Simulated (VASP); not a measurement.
# BN (Cmcm) in VASP: further runs

The runs below take BN through relaxation of the atoms, single point, with LDA.

Program: VASP 6.6.1. These are calculated values, not measurements. Logs are shortened: lines on timing, memory, paths and dates and some standing lists are left out, and cuts for length are marked.

### 1 The cell of the first run

It takes space group Cmcm (No. 63, orthorhombic). Conventional cell: a = 2.762 Å, b = 4.310 Å, c = 6.257 Å, α = 90.00°, β = 90.00°, γ = 90.00°. B (site symmetry m2m) has 3 N at 1.44 to 1.56 Å within 1.9 Å. Within 1.9 Å of N (site symmetry m2m) lie 3 B at 1.44 to 1.56 Å.

### 2 Relaxation of the atoms, LDA (normal strain along x +0.1100, normal strain along z -0.0367)

File INCAR:

```
SYSTEM = BN
ALGO = Normal
EDIFF = 1E-6
EDIFFG = -0.01
ENCUT = 520
IBRION = 2
ISIF = 2
ISMEAR = 0
LASPH = .True.
LCHARG = .False.
LREAL = .False.
LWAVE = .False.
NELM = 80
NSW = 50
PREC = Accurate
SIGMA = 0.05
```

File KPOINTS:

```
k-points
0
Gamma
  12 12 4
  0 0 0
```

File POSCAR:

```
BN
1.0
    2.7620704039      0.0000000000      0.0000000000
   -1.3810352019      2.1549757989      0.0000000000
    0.0000000000      0.0000000000      6.2568950294
B N
2 2
Direct
    0.3333333333      0.6666666667      0.2500000000
    0.6666666667      0.3333333333      0.7500000000
    0.3333333333      0.6666666667      0.7500000000
    0.6666666667      0.3333333333      0.2500000000
```

Potentials or basis: VASP PAW LDA potentials, release 64 (B, N).

Command:

```
$ cat potpaw_LDA.64/B/POTCAR potpaw_LDA.64/N/POTCAR > POTCAR
$ mpirun -np 1 vasp_std > vasp.out
```

OUTCAR:

```text
SYSTEM = BN
   EDIFF = 1E-6
   EDIFFG = -0.01
   ENCUT = 520
   IBRION = 2
   ISIF = 2
   ISMEAR = 0
   LASPH = .True.
   LREAL = .False.
   NELM = 80
   NSW = 50
   PREC = Accurate

 ion  position               nearest neighbor table
   1  0.333  0.667  0.250-   4 1.44   4 1.56   4 1.56
   2  0.667  0.333  0.750-   3 1.44   3 1.56   3 1.56
   3  0.333  0.667  0.750-   2 1.44   2 1.56   2 1.56
   4  0.667  0.333  0.250-   1 1.44   1 1.56   1 1.56

  Warning from LATTYP: Monoclinic adjustment (A1->A3, A2->A1, A3->A2)!
  LATTYP: Found a base centered orthorhombic cell.
 ALAT       =     2.7620704039
 B/A-ratio  =     1.5604061329
 C/A-ratio  =     2.2652916524

  Lattice vectors:

 A1 = (   1.3810352019,  -2.1549757989,   0.0000000000)
 A2 = (   1.3810352020,   2.1549757989,   0.0000000000)
 A3 = (   0.0000000000,   0.0000000000,   6.2568950294)

Analysis of symmetry for initial positions (statically):
=====================================================================
 Subroutine PRICEL returns:
 Original cell was already a primitive cell.

 Routine SETGRP: Setting up the symmetry group for a
 base centered orthorhombic supercell.

 Subroutine GETGRP returns: Found  8 space group operations
 (whereof  4 operations were pure point group operations)
 out of a pool of  8 trial point group operations.

The static configuration has the point symmetry C_2h.
 The point group associated with its full space group is D_2h.

Analysis of symmetry for dynamics (positions and initial velocities):
=====================================================================
 Subroutine PRICEL returns:
 Original cell was already a primitive cell.

 Routine SETGRP: Setting up the symmetry group for a
 base centered orthorhombic supercell.

 Subroutine GETGRP returns: Found  8 space group operations
 (whereof  4 operations were pure point group operations)
 out of a pool of  8 trial point group operations.

The dynamic configuration has the point symmetry C_2h.
 The point group associated with its full space group is D_2h.

 Subroutine INISYM returns: Found  8 space group operations
 (whereof  4 operations are pure point group operations),
 and found     1 'primitive' translations

----------------------------------------------------------------------------------------

                                     Primitive cell

  volume of cell :      37.2423

  direct lattice vectors                    reciprocal lattice vectors
     2.762070404  0.000000000  0.000000000     0.362047252  0.232021167  0.000000000
    -1.381035202  2.154975799  0.000000000     0.000000000  0.464042334  0.000000000
     0.000000000  0.000000000  6.256895029     0.000000000  0.000000000  0.159823682

  length of vectors
     2.762070404  2.559527090  6.256895029     0.430013994  0.464042334  0.159823682

  position of ions in fractional coordinates (direct lattice)
     0.333333333  0.666666667  0.250000000
     0.666666667  0.333333333  0.750000000
     0.333333333  0.666666667  0.750000000
     0.666666667  0.333333333  0.250000000

  ion indices of the primitive-cell ions
   primitive index   ion index
                 1           1
                 2           2
                 3           3
                 4           4

----------------------------------------------------------------------------------------

 KPOINTS: k-points

Automatic generation of k-mesh.
 Grid dimensions read from file:
 generate k-points for:   12   12    4

 Generating k-lattice:

  Cartesian coordinates                     Fractional coordinates (reciprocal lattice)
     0.030170604  0.019335097  0.000000000     0.083333333  0.000000000  0.000000000
     0.000000000  0.038670195  0.000000000     0.000000000  0.083333333  0.000000000
     0.000000000  0.000000000  0.039955920     0.000000000  0.000000000  0.250000000

  Length of vectors
     0.035834499  0.038670195  0.039955920

  Shift w.r.t. Gamma in fractional coordinates (k-lattice)
     0.000000000  0.000000000  0.000000000

 Subroutine IBZKPT returns following result:
 ===========================================

 Found    129 irreducible k-points:

 Following reciprocal coordinates:
            Coordinates               Weight
  0.000000  0.000000  0.000000      1.000000
  0.083333  0.000000  0.000000      4.000000
  0.166667  0.000000  0.000000      4.000000
  0.250000 -0.000000  0.000000      4.000000
  0.333333  0.000000  0.000000      4.000000
  0.416667 -0.000000  0.000000      4.000000
[... 16 lines left out ...]
  0.333333  0.166667  0.000000      4.000000
  0.416667  0.166667  0.000000      4.000000
 [... further k-points ...]
   k-points           NKPTS =    129   k-points in BZ     NKDIM =    129   number of bands    NBANDS=     12
   number of dos      NEDOS =    301   number of ions     NIONS =      4
   total plane-waves  NPLWV =  23040
   dimension x,y,z NGX =    24 NGY =   20 NGZ =   48
   dimension x,y,z NGXF=    48 NGYF=   40 NGZF=   96
   ions per type =               2   2
   NGX,Y,Z   is equivalent  to a cutoff of  14.45, 12.99, 12.75 a.u.
   NGXF,Y,Z  is equivalent  to a cutoff of  28.89, 25.98, 25.51 a.u.
 SYSTEM =  BN
   PREC   = accura    normal or accurate (medium, high low for compatibility)
   ISTART =      0    job   : 0-new  1-cont  2-samecut
   ICHARG =      2    charge: 1-file 2-atom 10-const
   ISPIN  =      1    spin polarized calculation?
   LNONCOLLINEAR =      F non collinear calculations
   LSORBIT =      F    spin-orbit coupling
   LASPH  =      T    aspherical Exc in radial PAW
   ENCUT  =  520.0 eV  38.22 Ry    6.18 a.u.   5.14  4.76 11.63*2*pi/ulx,y,z
   NELM   =     80;   NELMIN=  2; NELMDL= -5     # of ELM steps
   EDIFF  = 0.1E-05   stopping-criterion for ELM
   LREAL  =      F    real-space projection
   EDIFFG = -.1E-01   stopping-criterion for IOM
   NSW    =     50    number of steps for IOM
   IBRION =      2    ionic relax: 0-MD 1-quasi-New 2-CG
   NFREE  =      1    steps in history (QN), initial steepest desc. (CG)
   ISIF   =      2    stress and relaxation
   ISYM   =      2    0-nonsym 1-usesym 2-fastsym
   POTIM  = 0.5000    time-step for ionic-motion
   TEBEG  =    0.0;   TEEND  =   0.0 temperature during run
   PSTRESS=    0.0 pullay stress
   NELECT =      16.0000    total number of electrons
   NUPDOWN=      -1.0000    fix difference up-down
   EMIN   =  10.00;   EMAX   =-10.00  energy-range for DOS
   EFERMI =   0.00;   METHOD = LEGACY
   ISMEAR =     0;   SIGMA  =   0.05  broadening in eV -4-tet -1-fermi 0-gaus
   EFERMI_NEDOS =   21; number of points for ismear=-14 and -15
   IALGO  =     38    algorithm
   IMIX   =      4    mixing-type and parameters
     AMIX     =   0.40;   BMIX     =  1.00
     AMIX_MAG =   1.60;   BMIX_MAG =  1.00
  volume/ion in A,a.u.               =       9.31        62.83
  Fermi-wavevector in a.u.,A,eV,Ry     =   1.235292  2.334363 20.761747  1.525945
  Thomas-Fermi vector in A             =   2.369947
   LORBIT       =      0    0 simple, 1 ext, 2 COOP (PROOUT), +10 PAW based schemes
   GGA     = CA    functional components
   LHFCALC =     F    Hartree Fock is set to
   AEXX    =    0.0000 exact exchange contribution
   IVDW    =     0    specifies the selected vdW correction
   LEPSILON=     F    determine dielectric tensor
   LRPA    =     F    only Hartree local field effects (RPA)
 conjugate gradient relaxation of ions
 non-spin polarized calculation
 Gauss-broadening in eV      SIGMA  =   0.05
  energy-cutoff  :      520.00
  volume of cell :       37.24
 maximum number of plane-waves:      1020
 NGX is ok and might be reduce to    24
   NGX = 11   NGY =  9   NGZ = 23

--------------------------------------- Ionic step        1  -------------------------------------------

 number of electron      15.9999999 magnetization

 Free energy of the ion-electron system (eV)
  ---------------------------------------------------
  ext. energy  EPLUGINS =         0.00000000
  ---------------------------------------------------
  free energy    TOTEN  =       -37.60150400 eV

  energy without entropy =      -37.60150400  energy(sigma->0) =      -37.60150400

------------------------ aborting loop because EDIFF is reached ----------------------------------------

  FORCE on cell =-STRESS in cart. coord.  units (eV):
  Direction    XX          YY          ZZ          XY          YZ          ZX
  --------------------------------------------------------------------------------------
  -------------------------------------------------------------------------------------
  Total      -17.7151259     -3.0998647      0.1219827     -0.0000000      0.0000000      0.0000000
  in kB     -762.1120283   -133.3574593      5.2477480     -0.0000000      0.0000000      0.0000000
  external PRESSURE =    -296.7405799 kB  Pullay stress =       0.0000000 kB
[... 95 lines left out ...]
  FREE ENERGIE OF THE ION-ELECTRON SYSTEM (eV)
  ---------------------------------------------------
  free  energy   TOTEN  =       -37.6116852404 eV

  energy  without entropy=      -37.6116852404  energy(sigma->0) =      -37.61168524

[... ionic steps 4 to 14 ...]

--------------------------------------- Ionic step       15  -------------------------------------------

 number of electron      16.0000000 magnetization

------------------------ aborting loop because EDIFF is reached ----------------------------------------

  FORCE on cell =-STRESS in cart. coord.  units (eV):
  Direction    XX          YY          ZZ          XY          YZ          ZX
  --------------------------------------------------------------------------------------
  -------------------------------------------------------------------------------------
  Total      -17.6475534     -3.7371949      0.0804720     -0.0000000      0.0000000      0.0000000
  in kB     -759.2050309   -160.7756684      3.4619385     -0.0000000      0.0000000      0.0000000
  external PRESSURE =    -305.5062536 kB  Pullay stress =       0.0000000 kB
[... 61 lines left out ...]
  energy  without entropy=      -37.6126715020  energy(sigma->0) =      -37.61267150

--------------------------------------- Ionic step       17  -------------------------------------------

 number of electron      16.0000000 magnetization

 Free energy of the ion-electron system (eV)
  ---------------------------------------------------
  ext. energy  EPLUGINS =         0.00000000
  ---------------------------------------------------
  free energy    TOTEN  =       -37.61553304 eV

  energy without entropy =      -37.61553304  energy(sigma->0) =      -37.61553304

 E-fermi :   2.7156     XC(G=0): -10.5895

 val. band max:        2.4424910060   @ k =   0.0000   0.5000   0.0000
 cond. band min:       5.8836950295   @ k =   0.5000  -0.0000   0.2500
 fundamental gap:      3.4412040234
 Fermi energy:         2.7155846761

 k-point     1 :       0.0000    0.0000    0.0000
  band No.  band energies     occupation
      1     -14.8416      2.00000
      2     -14.3412      2.00000
      3      -3.9184      2.00000
      4      -0.9207      2.00000
      5       0.3608      2.00000
      6       0.4619      2.00000
      7       0.8378      2.00000
      8       0.9149      2.00000
      9       7.2040      0.00000
     10      10.8307      0.00000
     11      11.6013      0.00000
     12      11.8969      0.00000
[... 331 lines left out ...]
 k-point    24 :       0.4167    0.1667    0.0000
  band No.  band energies     occupation
      1     -11.8669      2.00000
      2     -11.7556      2.00000
      3      -6.0504      2.00000
      4      -5.9260      2.00000
      5      -2.7645      2.00000
      6      -2.6099      2.00000
      7       0.6613      2.00000
      8       1.8484      2.00000
      9       6.2210      0.00000
     10       7.2743      0.00000
     11      12.4011      0.00000
     12      13.5640      0.00000

 [... further k-points ...]

------------------------ aborting loop because EDIFF is reached ----------------------------------------

  FORCE on cell =-STRESS in cart. coord.  units (eV):
  Direction    XX          YY          ZZ          XY          YZ          ZX
  --------------------------------------------------------------------------------------
  -------------------------------------------------------------------------------------
  Total      -17.6506959     -3.7541167      0.0788997     -0.0000000      0.0000000      0.0000000
  in kB     -759.3402207   -161.5036510      3.3942961     -0.0000000      0.0000000      0.0000000
  external PRESSURE =    -305.8165252 kB  Pullay stress =       0.0000000 kB
[... 19 lines left out ...]
  FREE ENERGIE OF THE ION-ELECTRON SYSTEM (eV)
  ---------------------------------------------------
  free  energy   TOTEN  =       -37.6155330430 eV

  energy  without entropy=      -37.6155330430  energy(sigma->0) =      -37.61553304

 reached required accuracy - stopping structural energy minimisation
```

Wall time 3.9 min (1 thread of AMD EPYC 7R13 (Zen 3), shared host); peak memory 0.14 GiB.

Results:

- Free energy: -37.6155 eV
- Energy gained by relaxing: 3.5 meV/atom
- Ionic steps: 17
- Pressure after relaxing: -30.6 GPa
- Band gap on the k mesh: 3.44 eV (least direct gap 3.47 eV)

Step by step:
| step | energy change (eV) | largest force (eV/Å) | pressure (GPa) |
| --- | --- | --- | --- |
| 1 | 0.0000 | 0.6133 | -29.67 |
| 2 | 0.0388 | 1.2216 | -31.93 |
| 3 | -0.0102 | 0.0205 | -30.57 |
| 4 | -0.0102 | 0.0321 | -30.59 |
| 5 | -0.0102 | 0.0407 | -30.54 |
| 6 | -0.0102 | 0.0527 | -30.52 |
| 7 | -0.0103 | 0.0527 | -30.52 |
| 8 | -0.0103 | 0.0533 | -30.52 |
| 9 | -0.0105 | 0.0518 | -30.52 |
| 10 | -0.0108 | 0.0498 | -30.52 |
| 11 | -0.0114 | 0.0465 | -30.53 |
| 12 | -0.0123 | 0.0396 | -30.53 |
| 13 | -0.0136 | 0.0300 | -30.55 |
| 14 | -0.0137 | 0.0210 | -30.56 |
| 15 | -0.0140 | 0.0186 | -30.55 |
| 16 | -0.0112 | 0.3032 | -30.98 |
| 17 | -0.0140 | 0.0005 | -30.58 |

Final structure:
```
B N
1.0
     2.76207    0.00000    0.00000
    -1.38104    2.15498    0.00000
     0.00000    0.00000    6.25690
B N
2 2
Direct
  0.35517 0.71034 0.25000
  0.64483 0.28966 0.75000
  0.30758 0.61516 0.75000
  0.69242 0.38484 0.25000
```

Caveat: the cell differs from its parent crystal (normal strain along x +0.1100, normal strain along z -0.0367).

(Continued in part 2 of 3.)
